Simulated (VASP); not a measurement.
# NaFeN (P6_3mc) in VASP: further runs

Aim: see how the results for NaFeN move with the level of theory and the settings. Levels: LDA, PBEsol, PBE. Tasks: single point.

All numbers are computed with VASP 6.6.1; they aren't measurements. Logs are shortened: lines on timing, memory, paths and dates and some standing lists are left out, and cuts for length are marked.

### Step 1. The cell of the first run

The structure is hexagonal, space group P6_3mc (No. 186). The conventional cell has a = 2.937 Å, b = 2.937 Å, c = 9.556 Å, α = 90.00°, β = 90.00°, γ = 120.00°. Within 3.3 Å of Na (site symmetry 3m) lie 4 N at 2.53 to 2.90 Å and 6 Fe at 2.88 to 2.98 Å and 6 Na at 2.94 Å. Fe (site symmetry 3m) has 3 N at 1.75 Å within 2.3 Å. N (site symmetry 3m) has 3 Fe at 1.75 Å within 2.3 Å.

### Step 2. Single point, LDA

Contents of INCAR:

```
  PREC = Accurate
  ENCUT = 520
  EDIFF = 1E-6
  ISMEAR = -1
  SIGMA = 0.02
  LREAL = F
  LASPH = T
  NELM = 80
  ALGO = Normal
  ISIF = 2
  LWAVE = F
  LCHARG = F
  GGA = CA
  NBANDS = 29
```

Contents of KPOINTS:

```
Automatic mesh
0
Gamma
  12 12 2
```

Contents of POSCAR:

```
NaFeN
1.0
    2.9373264824      0.0000000000      0.0000000000
   -1.4686632412      2.5437993530      0.0000000000
    0.0000000000      0.0000000000      9.5563911719
Na Fe N
2 2 2
Direct
    0.6666666667      0.3333333333      0.7615669766
    0.3333333333      0.6666666667      0.2615669766
    0.0000000000      0.0000000000      0.5179542421
    0.0000000000      0.0000000000      0.0179542421
    0.3333333333      0.6666666667      0.5651187814
    0.6666666667      0.3333333333      0.0651187814
```

Potentials or basis: VASP PAW LDA potentials, release 64 (Na_pv, Fe, N).

Started as:

```console
cat potpaw_LDA.64/Na_pv/POTCAR potpaw_LDA.64/Fe/POTCAR potpaw_LDA.64/N/POTCAR > POTCAR
mpirun -np 1 vasp_std > vasp.out
```

OUTCAR:

```text
PREC = Accurate
   ENCUT = 520
   EDIFF = 1E-6
   ISMEAR = -1
   LREAL = F
   LASPH = T
   NELM = 80
   ISIF = 2
   GGA = CA

 ion  position               nearest neighbor table
   1  0.667  0.333  0.762-   3 2.88   3 2.88   3 2.88
   2  0.333  0.667  0.262-   4 2.88   4 2.88   4 2.88
   3  0.000  0.000  0.518-   5 1.75   5 1.75   5 1.75   1 2.88   1 2.88   1 2.88
   4  0.000  0.000  0.018-   6 1.75   6 1.75   6 1.75   2 2.88   2 2.88   2 2.88
   5  0.333  0.667  0.565-   3 1.75   3 1.75   3 1.75
   6  0.667  0.333  0.065-   4 1.75   4 1.75   4 1.75

  LATTYP: Found a hexagonal cell.
 ALAT       =     2.9373264824
 C/A-ratio  =     3.2534317275

  Lattice vectors:

 A1 = (   2.9373264824,   0.0000000000,   0.0000000000)
 A2 = (  -1.4686632412,   2.5437993530,   0.0000000000)
 A3 = (   0.0000000000,   0.0000000000,   9.5563911719)

Analysis of symmetry for initial positions (statically):
=====================================================================
 Subroutine PRICEL returns:
 Original cell was already a primitive cell.

 Routine SETGRP: Setting up the symmetry group for a
 hexagonal supercell.

 Subroutine GETGRP returns: Found 12 space group operations
 (whereof  6 operations were pure point group operations)
 out of a pool of 24 trial point group operations.

The static configuration has the point symmetry C_3v.
 The point group associated with its full space group is C_6v.

Analysis of symmetry for dynamics (positions and initial velocities):
=====================================================================
 Subroutine PRICEL returns:
 Original cell was already a primitive cell.

 Routine SETGRP: Setting up the symmetry group for a
 hexagonal supercell.

 Subroutine GETGRP returns: Found 12 space group operations
 (whereof  6 operations were pure point group operations)
 out of a pool of 24 trial point group operations.

The dynamic configuration has the point symmetry C_3v.
 The point group associated with its full space group is C_6v.

 Subroutine INISYM returns: Found 12 space group operations
 (whereof  6 operations are pure point group operations),
 and found     1 'primitive' translations

----------------------------------------------------------------------------------------

                                     Primitive cell

  volume of cell :      71.4051

  direct lattice vectors                    reciprocal lattice vectors
     2.937326482  0.000000000  0.000000000     0.340445642  0.196556383  0.000000000
    -1.468663241  2.543799353  0.000000000     0.000000000  0.393112766  0.000000000
     0.000000000  0.000000000  9.556391172     0.000000000  0.000000000  0.104642012

  length of vectors
     2.937326482  2.937326482  9.556391172     0.393112766  0.393112766  0.104642012

  position of ions in fractional coordinates (direct lattice)
     0.666666667  0.333333333  0.761566977
     0.333333333  0.666666667  0.261566977
     0.000000000  0.000000000  0.517954242
     0.000000000  0.000000000  0.017954242
     0.333333333  0.666666667  0.565118781
     0.666666667  0.333333333  0.065118781

  ion indices of the primitive-cell ions
   primitive index   ion index
                 1           1
                 2           2
                 3           3
                 4           4
                 5           5
                 6           6

----------------------------------------------------------------------------------------

 KPOINTS: Automatic mesh

Automatic generation of k-mesh.
 Grid dimensions read from file:
 generate k-points for:   12   12    2

 Generating k-lattice:

  Cartesian coordinates                     Fractional coordinates (reciprocal lattice)
     0.028370470  0.016379699  0.000000000     0.083333333  0.000000000  0.000000000
     0.000000000  0.032759397  0.000000000     0.000000000  0.083333333  0.000000000
     0.000000000  0.000000000  0.052321006     0.000000000  0.000000000  0.500000000

  Length of vectors
     0.032759397  0.032759397  0.052321006

  Shift w.r.t. Gamma in fractional coordinates (k-lattice)
     0.000000000  0.000000000  0.000000000

 Subroutine IBZKPT returns following result:
 ===========================================

 Found     38 irreducible k-points:

 Following reciprocal coordinates:
            Coordinates               Weight
  0.000000  0.000000  0.000000      1.000000
  0.083333 -0.000000  0.000000      6.000000
  0.166667  0.000000  0.000000      6.000000
  0.250000  0.000000  0.000000      6.000000
  0.333333  0.000000  0.000000      6.000000
  0.416667  0.000000  0.000000      6.000000
[... 16 lines left out ...]
  0.250000  0.000000  0.500000      6.000000
  0.333333  0.000000  0.500000      6.000000
 [... further k-points ...]
   k-points           NKPTS =     38   k-points in BZ     NKDIM =     38   number of bands    NBANDS=     29
   number of dos      NEDOS =    301   number of ions     NIONS =      6
   total plane-waves  NPLWV =  41472
   dimension x,y,z NGX =    24 NGY =   24 NGZ =   72
   dimension x,y,z NGXF=    48 NGYF=   48 NGZF=  144
   ions per type =               2   2   2
   NGX,Y,Z   is equivalent  to a cutoff of  13.58, 13.58, 12.53 a.u.
   NGXF,Y,Z  is equivalent  to a cutoff of  27.17, 27.17, 25.05 a.u.
 SYSTEM =  unknown system
   PREC   = accura    normal or accurate (medium, high low for compatibility)
   ISTART =      0    job   : 0-new  1-cont  2-samecut
   ICHARG =      2    charge: 1-file 2-atom 10-const
   ISPIN  =      1    spin polarized calculation?
   LNONCOLLINEAR =      F non collinear calculations
   LSORBIT =      F    spin-orbit coupling
   LASPH  =      T    aspherical Exc in radial PAW
   ENCUT  =  520.0 eV  38.22 Ry    6.18 a.u.   5.46  5.46 17.77*2*pi/ulx,y,z
   NELM   =     80;   NELMIN=  2; NELMDL= -5     # of ELM steps
   EDIFF  = 0.1E-05   stopping-criterion for ELM
   LREAL  =      F    real-space projection
   EDIFFG = 0.1E-04   stopping-criterion for IOM
   NSW    =      0    number of steps for IOM
   IBRION =     -1    ionic relax: 0-MD 1-quasi-New 2-CG
   NFREE  =      0    steps in history (QN), initial steepest desc. (CG)
   ISIF   =      2    stress and relaxation
   ISYM   =      2    0-nonsym 1-usesym 2-fastsym
   POTIM  = 0.5000    time-step for ionic-motion
   TEBEG  =    0.0;   TEEND  =   0.0 temperature during run
   PSTRESS=    0.0 pullay stress
   NELECT =      40.0000    total number of electrons
   NUPDOWN=      -1.0000    fix difference up-down
   EMIN   =  10.00;   EMAX   =-10.00  energy-range for DOS
   EFERMI =   0.00;   METHOD = LEGACY
   ISMEAR =    -1;   SIGMA  =   0.02  broadening in eV -4-tet -1-fermi 0-gaus
   EFERMI_NEDOS =   21; number of points for ismear=-14 and -15
   IALGO  =     38    algorithm
   IMIX   =      4    mixing-type and parameters
     AMIX     =   0.40;   BMIX     =  1.00
     AMIX_MAG =   1.60;   BMIX_MAG =  1.00
  volume/ion in A,a.u.               =      11.90        80.31
  Fermi-wavevector in a.u.,A,eV,Ry     =   1.349538  2.550257 24.779654  1.821253
  Thomas-Fermi vector in A             =   2.477117
   LORBIT       =      0    0 simple, 1 ext, 2 COOP (PROOUT), +10 PAW based schemes
   GGA     = CA    functional components
   LHFCALC =     F    Hartree Fock is set to
   AEXX    =    0.0000 exact exchange contribution
   IVDW    =     0    specifies the selected vdW correction
   LEPSILON=     F    determine dielectric tensor
   LRPA    =     F    only Hartree local field effects (RPA)
 non-spin polarized calculation
  energy-cutoff  :      520.00
  volume of cell :       71.41
 maximum number of plane-waves:      1968
 NGX is ok and might be reduce to    24
   NGX = 11   NGY = 11   NGZ = 35

 number of electron      39.9999994 magnetization

 Free energy of the ion-electron system (eV)
  ---------------------------------------------------
  ext. energy  EPLUGINS =         0.00000000
  ---------------------------------------------------
  free energy    TOTEN  =       -41.08534047 eV

  energy without entropy =      -41.08533251  energy(sigma->0) =      -41.08533649

 E-fermi :   4.3801     XC(G=0): -11.1812

 val. band max:        4.2297604082   @ k =   0.1667   0.1667   0.0000
 cond. band min:       4.5358865822   @ k =   0.3333   0.3333   0.5000
 fundamental gap:      0.3061261740
 Fermi energy:         4.3801340719

 k-point     1 :       0.0000    0.0000    0.0000
  band No.  band energies     occupation
      1     -19.8704      2.00000
      2     -19.8575      2.00000
      3     -19.7855      2.00000
      4     -19.7855      2.00000
      5     -19.7853      2.00000
      6     -19.7853      2.00000
[... 21 lines left out ...]
     28      11.3287      0.00000
     29      12.1992      0.00000

 k-point     2 :       0.0833   -0.0000    0.0000
  band No.  band energies     occupation
      1     -19.8658      2.00000
      2     -19.8536      2.00000
      3     -19.8051      2.00000
      4     -19.8051      2.00000
      5     -19.7897      2.00000
      6     -19.7895      2.00000
[... 21 lines left out ...]
     28      11.3602      0.00000
     29      12.4541      0.00000

 k-point     3 :       0.1667    0.0000    0.0000
  band No.  band energies     occupation
      1     -19.8622      2.00000
      2     -19.8607      2.00000
      3     -19.8490      2.00000
      4     -19.8409      2.00000
      5     -19.8010      2.00000
      6     -19.8008      2.00000
[... 21 lines left out ...]
     28      11.3826      0.00000
     29      13.0894      0.00000

 k-point     4 :       0.2500    0.0000    0.0000
  band No.  band energies     occupation
      1     -19.9321      2.00000
      2     -19.9314      2.00000
      3     -19.8341      2.00000
      4     -19.8270      2.00000
      5     -19.8164      2.00000
      6     -19.8162      2.00000
[... 21 lines left out ...]
     28      11.2737      0.00000
     29      13.6001      0.00000

 k-point     5 :       0.3333    0.0000    0.0000
  band No.  band energies     occupation
      1     -20.0031      2.00000
      2     -20.0020      2.00000
      3     -19.8317      2.00000
      4     -19.8316      2.00000
      5     -19.8166      2.00000
      6     -19.8122      2.00000
[... 21 lines left out ...]
     28      11.3976      0.00000
     29      12.2750      0.00000
[... 510 lines left out ...]
     28      10.0651      0.00000
     29      13.6574      0.00000

 k-point    22 :       0.1667    0.0000    0.5000
  band No.  band energies     occupation
      1     -19.8613      2.00000
      2     -19.8613      2.00000
      3     -19.8451      2.00000
      4     -19.8451      2.00000
      5     -19.8009      2.00000
      6     -19.8009      2.00000
[... 21 lines left out ...]
     28      10.4145      0.00000
     29      14.0173      0.00000

 k-point    23 :       0.2500    0.0000    0.5000
  band No.  band energies     occupation
      1     -19.9317      2.00000
      2     -19.9317      2.00000
      3     -19.8305      2.00000
      4     -19.8305      2.00000
      5     -19.8163      2.00000
      6     -19.8163      2.00000
[... 21 lines left out ...]
     28      10.8063      0.00000
     29      13.9715      0.00000

 k-point    24 :       0.3333    0.0000    0.5000
  band No.  band energies     occupation
      1     -20.0026      2.00000
      2     -20.0026      2.00000
      3     -19.8317      2.00000
      4     -19.8317      2.00000
      5     -19.8144      2.00000
      6     -19.8144      2.00000
[... 21 lines left out ...]
     28      11.0544      0.00000
     29      12.6518      0.00000

 [... further k-points ...]

------------------------ aborting loop because EDIFF is reached ----------------------------------------

  FORCE on cell =-STRESS in cart. coord.  units (eV):
  Direction    XX          YY          ZZ          XY          YZ          ZX
  --------------------------------------------------------------------------------------
  -------------------------------------------------------------------------------------
  Total        1.0780760      1.0780760      0.1211000      0.0000000      0.0000000      0.0000000
  in kB       24.1897272     24.1897272      2.7172265      0.0000000      0.0000000      0.0000000
  external PRESSURE =      17.0322270 kB  Pullay stress =       0.0000000 kB

 VOLUME and BASIS-vectors are now :
 -----------------------------------------------------------------------------
  energy-cutoff  :      520.00
  volume of cell :       71.41
      direct lattice vectors                 reciprocal lattice vectors
     2.937326482  0.000000000  0.000000000     0.340445642  0.196556383  0.000000000
    -1.468663241  2.543799353  0.000000000     0.000000000  0.393112766  0.000000000
     0.000000000  0.000000000  9.556391172     0.000000000  0.000000000  0.104642012

 POSITION                                       TOTAL-FORCE (eV/Angst)
 -----------------------------------------------------------------------------------
      1.46866      0.84793      7.27783        -0.000000     -0.000000      0.001884
     -0.00000      1.69587      2.49964         0.000000      0.000000      0.001884
      0.00000      0.00000      4.94977         0.000000      0.000000     -0.181600
      0.00000      0.00000      0.17158         0.000000      0.000000     -0.181600
     -0.00000      1.69587      5.40050         0.000000      0.000000      0.179716
      1.46866      0.84793      0.62230        -0.000000      0.000000      0.179716
 -----------------------------------------------------------------------------------
    total drift:                                0.000000      0.000000      0.000641

  FREE ENERGIE OF THE ION-ELECTRON SYSTEM (eV)
  ---------------------------------------------------
  free  energy   TOTEN  =       -41.0853404663 eV

  energy  without entropy=      -41.0853325136  energy(sigma->0) =      -41.08533649
```

Wall time 2.1 min (1 thread of Oxide Virtual Turin-like, shared host); peak memory 0.18 GiB.

What came out:

| Item | Value |
| --- | --- |
| Free energy | -41.0853 eV |
| Pressure | 1.7 GPa |
| Largest force | 0.182 eV/Å |
| Band gap on the k mesh | 0.31 eV (least direct gap 0.68 eV) |

Forces in eV/Å, atoms in the order of the input:
```
Na   0.000  0.000  0.002
Na   0.000  0.000  0.002
Fe   0.000  0.000 -0.182
Fe   0.000  0.000 -0.182
N    0.000  0.000  0.180
N    0.000  0.000  0.180
```

Stress tensor (GPa, compression positive):
```
2.42 0.00 0.00
0.00 2.42 0.00
0.00 0.00 0.27
```

Levels at points of the mesh, in eV from the valence-band top:
| k point | band 18 | band 19 | band 20 | band 21 | band 22 | band 23 |
| --- | --- | --- | --- | --- | --- | --- |
| (0.00, 0.00, 0.00) | -0.68 | -0.67 | -0.67 | 1.92 | 2.61 | 4.31 |
| (0.50, 0.00, 0.00) | -0.88 | -0.63 | -0.63 | 0.88 | 1.00 | 1.51 |
| (0.00, 0.00, 0.50) | -0.68 | -0.68 | -0.68 | 2.17 | 2.17 | 4.32 |
| (0.50, 0.00, 0.50) | -0.97 | -0.63 | -0.63 | 0.94 | 0.94 | 1.51 |

Caveat: semilocal functionals underestimate gaps, and a narrow one can read as zero.

(Part 1 of 2 ends here.)
